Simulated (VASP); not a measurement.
# NaCl (lda) (Fm-3m) in VASP: a series of runs

Runs on NaCl (lda). Level: LDA. Tasks: single point, relaxation of cell and atoms.

Everything below comes from runs of VASP 6.6.1. Logs are shortened: lines on timing, memory, paths and dates and some standing lists are left out, and cuts for length are marked.

### 1 The cell of the first run

It takes space group Fm-3m (No. 225, cubic). The conventional cell has a = 5.620 Å, b = 5.620 Å, c = 5.620 Å, α = 90.00°, β = 90.00°, γ = 90.00°. Na (site symmetry m-3m) has 6 Cl at 2.81 Å within 3.7 Å. Cl (site symmetry m-3m) has 6 Na at 2.81 Å within 3.7 Å.

### 2 Single point, LDA

Input file INCAR:

```
SYSTEM = NaCl
PREC = Accurate
ENCUT = 520
EDIFF = 1E-7
ISMEAR = 0
SIGMA = 0.1
LREAL = .FALSE.
LASPH = .TRUE.
NELM = 80
ALGO = Normal
ISIF = 2
LWAVE = .FALSE.
LCHARG = .FALSE.
GGA = CA
NBANDS = 14
```

Input file KPOINTS:

```
regular mesh
0
G
  6 6 6
  0 0 0
```

Input file POSCAR:

```
NaCl
1.0
    0.0000000000      2.8100000000      2.8100000000
    2.8100000000      0.0000000000      2.8100000000
    2.8100000000      2.8100000000      0.0000000000
Na Cl
1 1
Direct
    0.0000000000      0.0000000000      0.0000000000
    0.5000000000      0.5000000000      0.5000000000
```

Potentials or basis: VASP PAW LDA potentials, release 64 (Na_pv, Cl).

Run with:

```
$ cat potpaw_LDA.64/Na_pv/POTCAR potpaw_LDA.64/Cl/POTCAR > POTCAR
$ mpirun -np 1 vasp_std > vasp.out
```

OUTCAR:

```text
SYSTEM = NaCl
   PREC = Accurate
   ENCUT = 520
   EDIFF = 1E-7
   ISMEAR = 0
   LREAL = .FALSE.
   LASPH = .TRUE.
   NELM = 80
   ISIF = 2
   GGA = CA

 ion  position               nearest neighbor table
   1  0.000  0.000  0.000-
   2  0.500  0.500  0.500-

  LATTYP: Found a face centered cubic cell.
 ALAT       =     5.6200000000

  Lattice vectors:

 A1 = (   0.0000000000,   2.8100000000,   2.8100000000)
 A2 = (   2.8100000000,   0.0000000000,   2.8100000000)
 A3 = (   2.8100000000,   2.8100000000,   0.0000000000)

Analysis of symmetry for initial positions (statically):
=====================================================================
 Subroutine PRICEL returns:
 Original cell was already a primitive cell.

 Routine SETGRP: Setting up the symmetry group for a
 face centered cubic supercell.

 Subroutine GETGRP returns: Found 48 space group operations
 (whereof 48 operations were pure point group operations)
 out of a pool of 48 trial point group operations.

The static configuration has the point symmetry O_h .

Analysis of symmetry for dynamics (positions and initial velocities):
=====================================================================
 Subroutine PRICEL returns:
 Original cell was already a primitive cell.

 Routine SETGRP: Setting up the symmetry group for a
 face centered cubic supercell.

 Subroutine GETGRP returns: Found 48 space group operations
 (whereof 48 operations were pure point group operations)
 out of a pool of 48 trial point group operations.

The dynamic configuration has the point symmetry O_h .

 Subroutine INISYM returns: Found 48 space group operations
 (whereof 48 operations are pure point group operations),
 and found     1 'primitive' translations

----------------------------------------------------------------------------------------

                                     Primitive cell

  volume of cell :      44.3761

  direct lattice vectors                    reciprocal lattice vectors
     0.000000000  2.810000000  2.810000000    -0.177935943  0.177935943  0.177935943
     2.810000000  0.000000000  2.810000000     0.177935943 -0.177935943  0.177935943
     2.810000000  2.810000000  0.000000000     0.177935943  0.177935943 -0.177935943

  length of vectors
     3.973940110  3.973940110  3.973940110     0.308194094  0.308194094  0.308194094

  position of ions in fractional coordinates (direct lattice)
     0.000000000  0.000000000  0.000000000
     0.500000000  0.500000000  0.500000000

  ion indices of the primitive-cell ions
   primitive index   ion index
                 1           1
                 2           2

----------------------------------------------------------------------------------------

 KPOINTS: regular mesh

Automatic generation of k-mesh.
 Grid dimensions read from file:
 generate k-points for:    6    6    6

 Generating k-lattice:

  Cartesian coordinates                     Fractional coordinates (reciprocal lattice)
    -0.029655991  0.029655991  0.029655991     0.166666667  0.000000000  0.000000000
     0.029655991 -0.029655991  0.029655991     0.000000000  0.166666667  0.000000000
     0.029655991  0.029655991 -0.029655991     0.000000000  0.000000000  0.166666667

  Length of vectors
     0.051365682  0.051365682  0.051365682

  Shift w.r.t. Gamma in fractional coordinates (k-lattice)
     0.000000000  0.000000000  0.000000000

 Subroutine IBZKPT returns following result:
 ===========================================

 Found     16 irreducible k-points:

 Following reciprocal coordinates:
            Coordinates               Weight
  0.000000  0.000000  0.000000      1.000000
  0.166667  0.000000  0.000000      8.000000
  0.333333  0.000000  0.000000      8.000000
  0.500000  0.000000  0.000000      4.000000
  0.166667  0.166667  0.000000      6.000000
  0.333333  0.166667  0.000000     24.000000
[... 8 lines left out ...]
 -0.333333  0.333333  0.166667     24.000000
 -0.333333  0.500000  0.166667     12.000000
   k-points           NKPTS =     16   k-points in BZ     NKDIM =     16   number of bands    NBANDS=     14
   number of dos      NEDOS =    301   number of ions     NIONS =      2
   total plane-waves  NPLWV =  27000
   dimension x,y,z NGX =    30 NGY =   30 NGZ =   30
   dimension x,y,z NGXF=    60 NGYF=   60 NGZF=   60
   ions per type =               1   1
   NGX,Y,Z   is equivalent  to a cutoff of  12.55, 12.55, 12.55 a.u.
   NGXF,Y,Z  is equivalent  to a cutoff of  25.10, 25.10, 25.10 a.u.
 SYSTEM =  NaCl
   PREC   = accura    normal or accurate (medium, high low for compatibility)
   ISTART =      0    job   : 0-new  1-cont  2-samecut
   ICHARG =      2    charge: 1-file 2-atom 10-const
   ISPIN  =      1    spin polarized calculation?
   LNONCOLLINEAR =      F non collinear calculations
   LSORBIT =      F    spin-orbit coupling
   LASPH  =      T    aspherical Exc in radial PAW
   ENCUT  =  520.0 eV  38.22 Ry    6.18 a.u.   7.39  7.39  7.39*2*pi/ulx,y,z
   NELM   =     80;   NELMIN=  2; NELMDL= -5     # of ELM steps
   EDIFF  = 0.1E-06   stopping-criterion for ELM
   LREAL  =      F    real-space projection
   EDIFFG = 0.1E-05   stopping-criterion for IOM
   NSW    =      0    number of steps for IOM
   IBRION =     -1    ionic relax: 0-MD 1-quasi-New 2-CG
   NFREE  =      0    steps in history (QN), initial steepest desc. (CG)
   ISIF   =      2    stress and relaxation
   ISYM   =      2    0-nonsym 1-usesym 2-fastsym
   POTIM  = 0.5000    time-step for ionic-motion
   TEBEG  =    0.0;   TEEND  =   0.0 temperature during run
   PSTRESS=    0.0 pullay stress
   NELECT =      14.0000    total number of electrons
   NUPDOWN=      -1.0000    fix difference up-down
   EMIN   =  10.00;   EMAX   =-10.00  energy-range for DOS
   EFERMI =   0.00;   METHOD = LEGACY
   ISMEAR =     0;   SIGMA  =   0.10  broadening in eV -4-tet -1-fermi 0-gaus
   EFERMI_NEDOS =   21; number of points for ismear=-14 and -15
   IALGO  =     38    algorithm
   IMIX   =      4    mixing-type and parameters
     AMIX     =   0.40;   BMIX     =  1.00
     AMIX_MAG =   1.60;   BMIX_MAG =  1.00
  volume/ion in A,a.u.               =      22.19       149.73
  Fermi-wavevector in a.u.,A,eV,Ry     =   1.114469  2.106040 16.898985  1.242040
  Thomas-Fermi vector in A             =   2.251064
   LORBIT       =      0    0 simple, 1 ext, 2 COOP (PROOUT), +10 PAW based schemes
   GGA     = CA    functional components
   LHFCALC =     F    Hartree Fock is set to
   AEXX    =    0.0000 exact exchange contribution
   IVDW    =     0    specifies the selected vdW correction
   LEPSILON=     F    determine dielectric tensor
   LRPA    =     F    only Hartree local field effects (RPA)
 non-spin polarized calculation
 Gauss-broadening in eV      SIGMA  =   0.10
  energy-cutoff  :      520.00
  volume of cell :       44.38
 maximum number of plane-waves:      1243
 NGX is ok and might be reduce to    30
   NGX = 15   NGY = 15   NGZ = 15

 number of electron      14.0000005 magnetization

 Free energy of the ion-electron system (eV)
  ---------------------------------------------------
  ext. energy  EPLUGINS =         0.00000000
  ---------------------------------------------------
  free energy    TOTEN  =        -7.36307429 eV

  energy without entropy =       -7.36307429  energy(sigma->0) =       -7.36307429

 E-fermi :  -0.4644     XC(G=0):  -8.7669

 val. band max:       -0.8877890020   @ k =   0.0000   0.0000   0.0000
 cond. band min:       3.8506981642   @ k =   0.0000   0.0000   0.0000
 fundamental gap:      4.7384871662
 Fermi energy:        -0.4643775639

 k-point     1 :       0.0000    0.0000    0.0000
  band No.  band energies     occupation
      1     -21.6449      2.00000
      2     -21.6449      2.00000
      3     -21.6449      2.00000
      4     -13.4961      2.00000
      5      -0.8878      2.00000
      6      -0.8878      2.00000
      7      -0.8878      2.00000
      8       3.8507      0.00000
      9       9.9689      0.00000
     10       9.9689      0.00000
     11       9.9689      0.00000
     12      12.2124      0.00000
     13      12.2124      0.00000
     14      13.6010      0.00000

 k-point     2 :       0.1667    0.0000    0.0000
  band No.  band energies     occupation
      1     -21.6531      2.00000
      2     -21.6455      2.00000
      3     -21.6455      2.00000
      4     -13.4085      2.00000
      5      -1.5406      2.00000
      6      -0.9615      2.00000
      7      -0.9615      2.00000
      8       4.6957      0.00000
      9       9.1417      0.00000
     10      10.2552      0.00000
     11      10.2552      0.00000
     12      11.8524      0.00000
     13      11.8524      0.00000
     14      14.6886      0.00000

 k-point     3 :       0.3333    0.0000    0.0000
  band No.  band energies     occupation
      1     -21.6694      2.00000
      2     -21.6467      2.00000
      3     -21.6467      2.00000
      4     -13.2251      2.00000
      5      -2.5286      2.00000
      6      -1.1017      2.00000
      7      -1.1017      2.00000
      8       5.8136      0.00000
      9       8.9087      0.00000
     10      10.0510      0.00000
     11      10.0510      0.00000
     12      12.9586      0.00000
     13      12.9586      0.00000
     14      13.9740      0.00000
[... 188 lines left out ...]
 k-point    15 :      -0.3333    0.3333    0.1667
  band No.  band energies     occupation
      1     -21.6671      2.00000
      2     -21.6573      2.00000
      3     -21.6518      2.00000
      4     -13.0772      2.00000
      5      -2.4588      2.00000
      6      -1.9389      2.00000
      7      -1.4561      2.00000
      8       7.7061      0.00000
      9       7.9729      0.00000
     10       8.7943      0.00000
     11      10.6940      0.00000
     12      13.0949      0.00000
     13      14.4844      0.00000
     14      15.7152      0.00000

 k-point    16 :      -0.3333    0.5000    0.1667
  band No.  band energies     occupation
      1     -21.6641      2.00000
      2     -21.6573      2.00000
      3     -21.6557      2.00000
      4     -13.0644      2.00000
      5      -2.4187      2.00000
      6      -1.8603      2.00000
      7      -1.6533      2.00000
      8       7.1898      0.00000
      9       7.6886      0.00000
     10       9.3239      0.00000
     11      10.8779      0.00000
     12      13.9720      0.00000
     13      15.1886      0.00000
     14      15.2647      0.00000

------------------------ aborting loop because EDIFF is reached ----------------------------------------

  FORCE on cell =-STRESS in cart. coord.  units (eV):
  Direction    XX          YY          ZZ          XY          YZ          ZX
  --------------------------------------------------------------------------------------
  -------------------------------------------------------------------------------------
  Total       -0.6174843     -0.6174843     -0.6174843      0.0000000     -0.0000000      0.0000000
  in kB      -22.2939756    -22.2939756    -22.2939756      0.0000000     -0.0000000      0.0000000
  external PRESSURE =     -22.2939756 kB  Pullay stress =       0.0000000 kB

 VOLUME and BASIS-vectors are now :
 -----------------------------------------------------------------------------
  energy-cutoff  :      520.00
  volume of cell :       44.38
      direct lattice vectors                 reciprocal lattice vectors
     0.000000000  2.810000000  2.810000000    -0.177935943  0.177935943  0.177935943
     2.810000000  0.000000000  2.810000000     0.177935943 -0.177935943  0.177935943
     2.810000000  2.810000000  0.000000000     0.177935943  0.177935943 -0.177935943

 POSITION                                       TOTAL-FORCE (eV/Angst)
 -----------------------------------------------------------------------------------
      0.00000      0.00000      0.00000         0.000000      0.000000      0.000000
      2.81000      2.81000      2.81000         0.000000     -0.000000     -0.000000
 -----------------------------------------------------------------------------------
    total drift:                               -0.000000      0.000000      0.000000

  FREE ENERGIE OF THE ION-ELECTRON SYSTEM (eV)
  ---------------------------------------------------
  free  energy   TOTEN  =        -7.3630742908 eV

  energy  without entropy=       -7.3630742908  energy(sigma->0) =       -7.36307429
```

It took 8.8 s on 1 thread of AMD EPYC 9R45 (Zen 5), shared host; peak memory 0.1 GiB.

Results:

- Free energy: -7.3631 eV
- Pressure: -2.2 GPa
- Band gap on the k mesh: 4.74 eV, direct

Levels at points of the mesh, in eV from the valence-band top:
```
           k point  band 3  band 4  band 5  band 6  band 7  band 8  band 9  band 10  band 11  band 12
(0.00, 0.00, 0.00)  -20.76  -12.61    0.00    0.00    0.00    4.74   10.86    10.86    10.86    13.10
(0.50, 0.00, 0.00)  -20.76  -12.24   -2.06   -0.28   -0.28    6.91   10.35    10.70    10.70    14.61
(0.50, 0.50, 0.00)  -20.77  -12.19   -1.77   -0.63   -0.63    7.20    7.73    11.01    14.42    14.42
```

### 3 Single point, LDA

This run uses another cell than the first one, of 20.40 Å³/atom, 0.919 times its volume.

Input file INCAR:

```
PREC = Accurate
ENCUT = 520
EDIFF = 1E-7
ISMEAR = 0
SIGMA = 0.02
LREAL = F
LASPH = T
NELM = 60
ALGO = Normal
ISIF = 2
LWAVE = F
LCHARG = F
NBANDS = 14
```

Input file KPOINTS:

```
Automatic mesh
0
Gamma
  8 8 8
```

Input file POSCAR:

```
NaCl
1.0
    0.0000000000      2.7321951208      2.7321951208
    2.7321951208      0.0000000000      2.7321951208
    2.7321951208      2.7321951208      0.0000000000
Na Cl
1 1
Direct
    0.0000000000      0.0000000000      0.0000000000
    0.5000000000      0.5000000000      0.5000000000
```

Potentials or basis: VASP PAW LDA potentials, release 64 (Na_pv, Cl).

Run with:

```
$ cat potpaw_LDA.64/Na_pv/POTCAR potpaw_LDA.64/Cl/POTCAR > POTCAR
$ mpirun -np 1 vasp_std > vasp.out
```

Run time: 15 s. Hardware: 1 thread of AMD EPYC 9R45 (Zen 5), shared host; peak memory 0.11 GiB.

It converged, with:

```yaml
Free_energy: -7.3892 eV
Pressure: 0.0 GPa
Band_gap_on_the_k_mesh: 5.08 eV, direct
```

Levels at points of the mesh, in eV from the valence-band top:
| k point | band 5 | band 6 | band 7 | band 8 | band 9 | band 10 |
| --- | --- | --- | --- | --- | --- | --- |
| (0.00, 0.00, 0.00) | 0.00 | 0.00 | 0.00 | 5.08 | 10.93 | 10.93 |
| (0.50, 0.00, 0.00) | -2.33 | -0.33 | -0.33 | 7.05 | 10.90 | 10.90 |
| (0.50, 0.50, 0.00) | -2.01 | -0.72 | -0.72 | 7.44 | 7.63 | 11.62 |

### 4 Single point, LDA

This run uses another cell than the first one, of 20.40 Å³/atom, 0.919 times its volume.

Input file INCAR:

```
SYSTEM = NaCl
PREC     = Accurate       ! precision mode
ENCUT    = 520            ! plane-wave cutoff, eV
EDIFF    = 1E-6           ! SCF threshold, eV
ISMEAR   = 0              ! smearing method
SIGMA    = 0.02           ! smearing width, eV
LREAL    = .FALSE.        ! projectors in reciprocal space
LASPH    = .TRUE.         ! aspherical terms in the spheres
NELM     = 100            ! most SCF steps
ALGO     = Normal         ! electronic algorithm
ISIF     = 2              ! what is computed and relaxed
LWAVE    = .FALSE.        ! write WAVECAR
LCHARG   = .FALSE.        ! write CHGCAR
NBANDS   = 14             ! bands
```

Input file KPOINTS:

```
Automatic mesh
0
G
  8 8 8
  0 0 0
```

POSCAR is that of step 3.

Run with:

```
$ cat potpaw_LDA.64/Na_pv/POTCAR potpaw_LDA.64/Cl/POTCAR > POTCAR
$ mpirun -np 1 vasp_std > vasp.out
```

Wall time 12 s (1 thread of AMD EPYC 9R45 (Zen 5), shared host); peak memory 0.1 GiB.

Results (log left out):

```yaml
Free_energy: -7.3892 eV
Pressure: 0.0 GPa
Band_gap_on_the_k_mesh: 5.08 eV, direct
```

Levels at points of the mesh, in eV from the valence-band top:
```csv
k point,band 4,band 5,band 6,band 7,band 8,band 9,band 10,band 11
"(0.00, 0.00, 0.00)",-12.82,0.00,0.00,0.00,5.08,10.93,10.93,10.93
"(0.50, 0.00, 0.00)",-12.35,-2.33,-0.33,-0.33,7.05,10.90,10.90,11.05
"(0.50, 0.50, 0.00)",-12.30,-2.01,-0.72,-0.72,7.44,7.63,11.62,15.19
```

[end of part 1 of 2]
